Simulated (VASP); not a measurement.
# CdSe (F-43m) in VASP: further runs

Aim: see how the results for CdSe move with the level of theory and the settings. Levels: PBE, RPBE. Tasks: single point.

Program: VASP 6.6.1. These are calculated values, not measurements. Logs are shortened: lines on timing, memory, paths and dates and some standing lists are left out, and cuts for length are marked.

**1. The cell of the first run**

It takes space group F-43m (No. 216, cubic). The conventional cell has a = 6.141 Å, b = 6.141 Å, c = 6.141 Å, α = 90.00°, β = 90.00°, γ = 90.00°. Within 3.5 Å of Cd (site symmetry -43m) lie 4 Se at 2.66 Å. Within 3.5 Å of Se (site symmetry -43m) lie 4 Cd at 2.66 Å.

**2. Single point, PBE**

The input, INCAR:

```
SYSTEM = CdSe
PREC = Accurate ; ENCUT = 520
EDIFF = 1E-6 ; ISMEAR = 0
SIGMA = 0.018000000000000002 ; LREAL = .FALSE.
LASPH = .TRUE. ; NELM = 100
ALGO = Normal ; ISIF = 2
LWAVE = .FALSE. ; LCHARG = .FALSE.
GGA = PE ; NBANDS = 16
```

The input, KPOINTS:

```
regular mesh
0
G
  8 8 8
  0 0 0
```

The input, POSCAR:

```
CdSe
1.0
    0.0000000000      3.0702711986      3.0702711986
    3.0702711986      0.0000000000      3.0702711986
    3.0702711986      3.0702711986      0.0000000000
Cd Se
1 1
Direct
    0.0000000000      0.0000000000      0.0000000000
    0.2500000000      0.2500000000      0.2500000000
```

Potentials or basis: VASP PAW PBE potentials, release 64 (Cd, Se).

The run is started by

```sh
cat potpaw_PBE.64/Cd/POTCAR potpaw_PBE.64/Se/POTCAR > POTCAR
mpirun -np 1 vasp_std > vasp.out
```

OUTCAR:

```text
SYSTEM = CdSe
   PREC = Accurate
   ENCUT = 520
   EDIFF = 1E-6
   ISMEAR = 0
   LREAL = .FALSE.
   LASPH = .TRUE.
   NELM = 100
   ISIF = 2
   GGA = PE

 ion  position               nearest neighbor table
   1  0.000  0.000  0.000-   2 2.66   2 2.66   2 2.66   2 2.66
   2  0.250  0.250  0.250-   1 2.66   1 2.66   1 2.66   1 2.66

  LATTYP: Found a face centered cubic cell.
 ALAT       =     6.1405423972

  Lattice vectors:

 A1 = (   0.0000000000,   3.0702711986,   3.0702711986)
 A2 = (   3.0702711986,   0.0000000000,   3.0702711986)
 A3 = (   3.0702711986,   3.0702711986,   0.0000000000)

Analysis of symmetry for initial positions (statically):
=====================================================================
 Subroutine PRICEL returns:
 Original cell was already a primitive cell.

 Routine SETGRP: Setting up the symmetry group for a
 face centered cubic supercell.

 Subroutine GETGRP returns: Found 24 space group operations
 (whereof 24 operations were pure point group operations)
 out of a pool of 48 trial point group operations.

The static configuration has the point symmetry T_d .

Analysis of symmetry for dynamics (positions and initial velocities):
=====================================================================
 Subroutine PRICEL returns:
 Original cell was already a primitive cell.

 Routine SETGRP: Setting up the symmetry group for a
 face centered cubic supercell.

 Subroutine GETGRP returns: Found 24 space group operations
 (whereof 24 operations were pure point group operations)
 out of a pool of 48 trial point group operations.

The dynamic configuration has the point symmetry T_d .

 Subroutine INISYM returns: Found 24 space group operations
 (whereof 24 operations are pure point group operations),
 and found     1 'primitive' translations

----------------------------------------------------------------------------------------

                                     Primitive cell

  volume of cell :      57.8842

  direct lattice vectors                    reciprocal lattice vectors
     0.000000000  3.070271199  3.070271199    -0.162852063  0.162852063  0.162852063
     3.070271199  0.000000000  3.070271199     0.162852063 -0.162852063  0.162852063
     3.070271199  3.070271199  0.000000000     0.162852063  0.162852063 -0.162852063
[... 74 lines left out ...]
 SYSTEM =  CdSe
   PREC   = accura    normal or accurate (medium, high low for compatibility)
   ISTART =      0    job   : 0-new  1-cont  2-samecut
   ICHARG =      2    charge: 1-file 2-atom 10-const
   ISPIN  =      1    spin polarized calculation?
   LNONCOLLINEAR =      F non collinear calculations
   LSORBIT =      F    spin-orbit coupling
   LASPH  =      T    aspherical Exc in radial PAW
   ENCUT  =  520.0 eV  38.22 Ry    6.18 a.u.   8.07  8.07  8.07*2*pi/ulx,y,z
   NELM   =    100;   NELMIN=  2; NELMDL= -5     # of ELM steps
   EDIFF  = 0.1E-05   stopping-criterion for ELM
   LREAL  =      F    real-space projection
   EDIFFG = 0.1E-04   stopping-criterion for IOM
   NSW    =      0    number of steps for IOM
   IBRION =     -1    ionic relax: 0-MD 1-quasi-New 2-CG
   NFREE  =      0    steps in history (QN), initial steepest desc. (CG)
   ISIF   =      2    stress and relaxation
   ISYM   =      2    0-nonsym 1-usesym 2-fastsym
   POTIM  = 0.5000    time-step for ionic-motion
   TEBEG  =    0.0;   TEEND  =   0.0 temperature during run
   PSTRESS=    0.0 pullay stress
   NELECT =      18.0000    total number of electrons
   NUPDOWN=      -1.0000    fix difference up-down
   EMIN   =  10.00;   EMAX   =-10.00  energy-range for DOS
   EFERMI =   0.00;   METHOD = LEGACY
   ISMEAR =     0;   SIGMA  =   0.02  broadening in eV -4-tet -1-fermi 0-gaus
   EFERMI_NEDOS =   21; number of points for ismear=-14 and -15
   IALGO  =     38    algorithm
   IMIX   =      4    mixing-type and parameters
     AMIX     =   0.40;   BMIX     =  1.00
     AMIX_MAG =   1.60;   BMIX_MAG =  1.00
  volume/ion in A,a.u.               =      28.94       195.31
  Fermi-wavevector in a.u.,A,eV,Ry     =   1.109121  2.095935 16.737199  1.230149
  Thomas-Fermi vector in A             =   2.245657
   LORBIT       =      0    0 simple, 1 ext, 2 COOP (PROOUT), +10 PAW based schemes
   GGA     = PE    functional components
   LHFCALC =     F    Hartree Fock is set to
   AEXX    =    0.0000 exact exchange contribution
   IVDW    =     0    specifies the selected vdW correction
   LEPSILON=     F    determine dielectric tensor
   LRPA    =     F    only Hartree local field effects (RPA)
 non-spin polarized calculation
 Gauss-broadening in eV      SIGMA  =   0.02
  energy-cutoff  :      520.00
  volume of cell :       57.88
 maximum number of plane-waves:      1588
   NGX = 17   NGY = 17   NGZ = 17

 number of electron      18.0000008 magnetization

 Free energy of the ion-electron system (eV)
  ---------------------------------------------------
  ext. energy  EPLUGINS =         0.00000000
  ---------------------------------------------------
  free energy    TOTEN  =        -5.49046467 eV

  energy without entropy =       -5.49046467  energy(sigma->0) =       -5.49046467

 E-fermi :   0.8280     XC(G=0):  -8.7565

 val. band max:        0.7188440916   @ k =   0.0000   0.0000   0.0000
 cond. band min:       1.2682473657   @ k =   0.0000   0.0000   0.0000
 fundamental gap:      0.5494032741
 Fermi energy:         0.8280192068

 k-point     1 :       0.0000    0.0000    0.0000
  band No.  band energies     occupation
      1     -11.7183      2.00000
      2      -7.1233      2.00000
      3      -7.1233      2.00000
      4      -7.1233      2.00000
      5      -6.7789      2.00000
      6      -6.7789      2.00000
[... 433 lines left out ...]
      3      -6.9803      2.00000
      4      -6.7961      2.00000
      5      -6.7636      2.00000
      6      -6.4246      2.00000
[... 8 lines left out ...]
     15      12.3171      0.00000
     16      13.2545      0.00000

 [... further k-points ...]
[... 5 lines left out ...]
  --------------------------------------------------------------------------------------
  -------------------------------------------------------------------------------------
  Total        0.5673509      0.5673509      0.5673509      0.0000000     -0.0000000     -0.0000000
  in kB       15.7037036     15.7037036     15.7037036      0.0000000     -0.0000000     -0.0000000
  external PRESSURE =      15.7037036 kB  Pullay stress =       0.0000000 kB

 VOLUME and BASIS-vectors are now :
 -----------------------------------------------------------------------------
  energy-cutoff  :      520.00
  volume of cell :       57.88
      direct lattice vectors                 reciprocal lattice vectors
     0.000000000  3.070271199  3.070271199    -0.162852063  0.162852063  0.162852063
     3.070271199  0.000000000  3.070271199     0.162852063 -0.162852063  0.162852063
     3.070271199  3.070271199  0.000000000     0.162852063  0.162852063 -0.162852063

 POSITION                                       TOTAL-FORCE (eV/Angst)
 -----------------------------------------------------------------------------------
      0.00000      0.00000      0.00000        -0.000000     -0.000000     -0.000000
      1.53514      1.53514      1.53514         0.000000      0.000000      0.000000
 -----------------------------------------------------------------------------------
    total drift:                               -0.000001     -0.000001     -0.000000

  FREE ENERGIE OF THE ION-ELECTRON SYSTEM (eV)
  ---------------------------------------------------
  free  energy   TOTEN  =        -5.4904646673 eV

  energy  without entropy=       -5.4904646673  energy(sigma->0) =       -5.49046467
```

OSZICAR:

```text
N       E                     dE             d eps       ncg     rms          rms(c)
DAV:   1     0.106173287596E+03    0.10617E+03   -0.88171E+03   936   0.101E+03
DAV:   2    -0.171965783921E+01   -0.10789E+03   -0.10243E+03  1152   0.246E+02
DAV:   3    -0.585075267641E+01   -0.41311E+01   -0.41253E+01  1024   0.499E+01
DAV:   4    -0.586967732498E+01   -0.18925E-01   -0.18924E-01  1240   0.334E+00
DAV:   5    -0.586979452732E+01   -0.11720E-03   -0.11720E-03  1064   0.228E-01    0.586E+00
DAV:   6    -0.551056312050E+01    0.35923E+00   -0.54878E-01  1368   0.867E+00    0.468E+00
DAV:   7    -0.548923502949E+01    0.21328E-01   -0.14086E-01  1080   0.248E+00    0.204E+00
DAV:   8    -0.549015128646E+01   -0.91626E-03   -0.13000E-02  1064   0.137E+00    0.245E-01
DAV:   9    -0.549034673516E+01   -0.19545E-03   -0.13945E-03  1112   0.473E-01    0.464E-02
DAV:  10    -0.549041493955E+01   -0.68204E-04   -0.15540E-04  1208   0.154E-01    0.435E-02
DAV:  11    -0.549046488629E+01   -0.49947E-04   -0.82078E-05  1128   0.569E-02    0.166E-02
DAV:  12    -0.549046466730E+01    0.21899E-06   -0.18477E-06  1000   0.161E-02
   1 F= -.54904647E+01 E0= -.54904647E+01  d E =-.627837E-20
```

Wall time 15 s (1 thread of Intel Xeon 6975P-C, shared host); peak memory 0.19 GiB.

What came out:

| Item | Value |
| --- | --- |
| Free energy | -5.4905 eV |
| Pressure | 1.6 GPa |
| Band gap on the k mesh | 0.55 eV, direct |

**3. Single point, RPBE**

The input, INCAR:

```
SYSTEM = CdSe
PREC     = Accurate       ! precision mode
ENCUT    = 520            ! plane-wave cutoff, eV
EDIFF    = 1E-6           ! SCF threshold, eV
ISMEAR   = -1             ! smearing method
SIGMA    = 0.05           ! smearing width, eV
LREAL    = .FALSE.        ! projectors in reciprocal space
LASPH    = .TRUE.         ! aspherical terms in the spheres
NELM     = 100            ! most SCF steps
ALGO     = Normal         ! electronic algorithm
ISIF     = 2              ! what is computed and relaxed
LWAVE    = .FALSE.        ! write WAVECAR
LCHARG   = .TRUE.         ! write CHGCAR
GGA      = RP             ! functional
LELF     = .TRUE.         ! ELF
LVHAR    = .TRUE.       
NBANDS   = 16             ! bands
```

The input, KPOINTS:

```
Automatic mesh
0
G
  8 8 8
  0 0 0
```

POSCAR is that of step 2.

Potentials or basis: VASP PAW PBE potentials, release 64 (Cd, Se).

The run is started by

```sh
cat potpaw_PBE.64/Cd/POTCAR potpaw_PBE.64/Se/POTCAR > POTCAR
mpirun -np 1 vasp_std > vasp.out
```

It took 13 s on 1 thread of Intel Xeon 6975P-C, shared host; peak memory 0.18 GiB.

Results (log left out):

| Property | Result |
| --- | --- |
| Free energy | -4.8344 eV |
| Pressure | 3.5 GPa |
| Band gap on the k mesh | 0.72 eV, direct |

Levels at points of the mesh, in eV from the valence-band top:
```tsv
k point	band 7	band 8	band 9	band 10	band 11	band 12
(0.00, 0.00, 0.00)	0.00	0.00	0.00	0.72	6.01	6.01
(0.50, 0.00, 0.00)	-4.16	-0.70	-0.70	2.49	6.52	6.52
(0.50, 0.50, 0.00)	-3.91	-1.74	-1.74	3.37	3.83	9.19
```

Caveat: the PAW data sets were made with another functional, which shifts forces and pressure a little. RPBE gaps usually lie below the measured ones, often by a third to a half.
